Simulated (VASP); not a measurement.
## C: relaxation of cell and atoms with PBE

The system is C.

```xyz
8
Lattice="-2.4709 2.4709 2.0960 2.4709 -2.4709 2.0960 2.4709 2.4709 -2.0960" Properties=species:S:1:pos:R:3 pbc="T T T"
C    -0.7399    1.7310    0.7775
C     0.7399    3.2108    0.7775
C     3.2108   -0.7399    0.7775
C     1.7310    0.7399    0.7775
C     0.7399    1.7310    1.3185
C    -0.7399    3.2108    1.3185
C     1.7310   -0.7399    1.3185
C     3.2108    0.7399    1.3185
```

| Item | Value |
| --- | --- |
| Program | VASP 6.6.1 |
| Task | relaxation of cell and atoms |
| Functional | PBE |
| Potentials or basis | VASP PAW PBE potentials, release 64 (C) |
| Cutoff | 600 eV |
| k mesh | 8 × 8 × 8 |
| Occupations | gaussian, width 0.02 eV |
| Spin | no spin polarisation |
| Dipole correction | no |
| Further INCAR settings | ALGO = Normal; EDIFF = 1e-06; IBRION = 2; EDIFFG = -0.01; NSW = 100; ISIF = 3 |

```yaml
Pressure_after_relaxing: -0.1 GPa
Largest_force_after_relaxing: 0.009 eV/Å
Band_gap_on_the_k_mesh: 3.07 eV, indirect (least direct gap 3.44 eV)
```

Forces in eV/Å, atoms in the order of the input:
```
C   -0.004 -0.004  0.006
C    0.004  0.004  0.006
C    0.004 -0.004  0.006
C   -0.004  0.004  0.006
C    0.004 -0.004 -0.006
C   -0.004  0.004 -0.006
C   -0.004 -0.004 -0.006
C    0.004  0.004 -0.006
```

Stress tensor (GPa, compression positive):
```
-0.15  0.00  0.00
 0.00 -0.15  0.00
 0.00  0.00  0.07
```

Final structure:
```
C
1.0
    -2.47088    2.47088    2.09596
     2.47088   -2.47088    2.09596
     2.47088    2.47088   -2.09596
C
8
Cartesian
  -0.7399 1.7310 0.7775
  0.7399 3.2108 0.7775
  3.2108 -0.7399 0.7775
  1.7310 0.7399 0.7775
  0.7399 1.7310 1.3185
  -0.7399 3.2108 1.3185
  1.7310 -0.7399 1.3185
  3.2108 0.7399 1.3185
```

Levels at points of the mesh, in eV from the valence-band top:
```csv
k point,band 12,band 13,band 14,band 15,band 16,band 17,band 18,band 19,band 20,band 21
"(0.00, 0.00, 0.00)",-5.32,-3.58,-0.73,-0.28,-0.28,3.15,3.83,3.83,5.60,7.76
"(0.50, 0.00, 0.00)",-5.36,-4.80,-4.80,-3.30,-3.30,5.81,5.81,6.80,6.80,7.20
"(0.50, 0.50, 0.00)",-5.24,-4.32,-3.47,-2.85,-1.71,3.47,5.34,6.87,7.07,7.66
"(0.50, 0.50, 0.50)",-4.52,-4.52,-3.37,-3.37,0.00,4.22,4.75,7.56,7.83,7.94
```

Run time: 45 s on 1 thread of Intel(R) Xeon(R) Platinum 8559C (Emerald Rapids), on a shared host, peak memory 0.21 GiB.

Caveat: the relaxation stopped at its first step, so nothing moved. A hybrid or GW would open this gap; PBE tends to underestimate it.
